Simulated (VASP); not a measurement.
Here is a VASP 6.6.1 calculation.

Contents of INCAR:

```
SYSTEM = Al2Cu
  PREC = Accurate
  ENCUT = 520
  EDIFF = 1E-6
  ISMEAR = -1
  SIGMA = 0.05
  LREAL = .False.
  LASPH = .True.
  NELM = 100
  ALGO = Normal
  ISIF = 2
  LWAVE = .False.
  LCHARG = .False.
  GGA = CA
  NBANDS = 16
```

The input KPOINTS:

```
regular mesh
0
Gamma
  7 7 9
  0 0 0
```

Contents of POSCAR:

```
Al2Cu
1.0
    4.1856962056      0.0000000000      0.0000000000
    0.0000000000      4.1856962056      0.0000000000
    0.0000000000      0.0000000000      2.9480198084
Cu Al
1 2
Direct
    0.0000000000      0.0000000000      0.0000000000
    0.0000000000      0.5000000000      0.5000000000
    0.5000000000      0.0000000000      0.5000000000
```

Potentials or basis: VASP PAW LDA potentials, release 64 (Cu, Al).

The run is started by

```bash
$ cat potpaw_LDA.64/Cu/POTCAR potpaw_LDA.64/Al/POTCAR > POTCAR
$ mpirun -np 1 vasp_std > vasp.out
```

(1) Predict the pressure.

Results:

(1) -8.9 GPa.
